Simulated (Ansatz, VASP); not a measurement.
Two plane-wave programs on AlH4

```
CELL_PARAMETERS angstrom
2.57298 0.00000 0.00000
0.00000 2.57298 0.00000
0.00000 0.00000 6.56089
ATOMIC_POSITIONS crystal
Al 0.50000 0.50000 0.00000
H 0.75177 0.75177 0.50000
H 0.24823 0.24823 0.50000
H 0.24823 0.75177 0.50000
H 0.75177 0.24823 0.50000
```

Alike in both runs: functional PBE; k mesh 6 × 6 × 4; occupations gaussian, width 0.1 eV; no spin polarisation.

Ansatz relaxed the structure, and its values are those at the end. VASP's run is a single point on that final structure, the one shown.

|  | VASP | Ansatz |
| --- | --- | --- |
| version | VASP 6.6.1 | Ansatz 0.2.0 |
| potentials or method | VASP PAW PBE potentials, release 64 (Al, H), cutoff 520 eV | scalar-relativistic, plane waves, PAW |
| valence electrons in the cell | 7 | 7 |

Ansatz gave:

* gap on the k mesh at the Fermi level (eV): none
* pressure (GPa): 0.1

What did VASP give for the same quantities?

gap on the k mesh at the Fermi level (eV): none; pressure (GPa): -0.1.

A gap of «none» marks a metal or a gap that the smearing closes.

The k mesh is coarse, so the values compare programs but aren't converged.
